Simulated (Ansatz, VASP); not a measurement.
**Two plane-wave programs on Ni**

```
Ni
1.0
     2.52613    0.00000    0.00000
    -1.26306    2.18769    0.00000
     0.00000    0.00000    4.15635
Ni
2
Direct
  0.33333 0.66667 0.25000
  0.66667 0.33333 0.75000
```

Alike in both runs: task single point; functional BLYP; k mesh 16 × 16 × 9; occupations fermi-dirac, width 0.05 eV; collinear spin.

|  | VASP | Ansatz |
| --- | --- | --- |
| version | VASP 6.6.1 | Ansatz 0.2.0 |
| potentials or method | VASP PAW PBE potentials, release 64 (Ni), cutoff 520 eV | plane waves (420 eV) with PAW, scalar-relativistic |
| valence electrons in the cell | 20 | 36 |

|  | VASP | Ansatz | Ansatz less VASP |
| --- | --- | --- | --- |
| pressure (GPa) | 0.0 | -0.1 | -0.07 |
| traceless stress, the component that is largest in VASP (GPa) | 0.38 | 0.35 | -0.025 |
| net moment per atom (μB) | 0.59 | 0.61 | +0.021 |
| size of the moment on the site where the two differ most (μB) | 0.60 | 0.65 | +0.042 |

VASP's potentials were made for PBE, not for BLYP. Site moments also hang on the region over which each program counts them. VASP's potentials hold 20 valence electrons a cell and Ansatz's 36, so a difference there can come from the potentials and not from the codes.
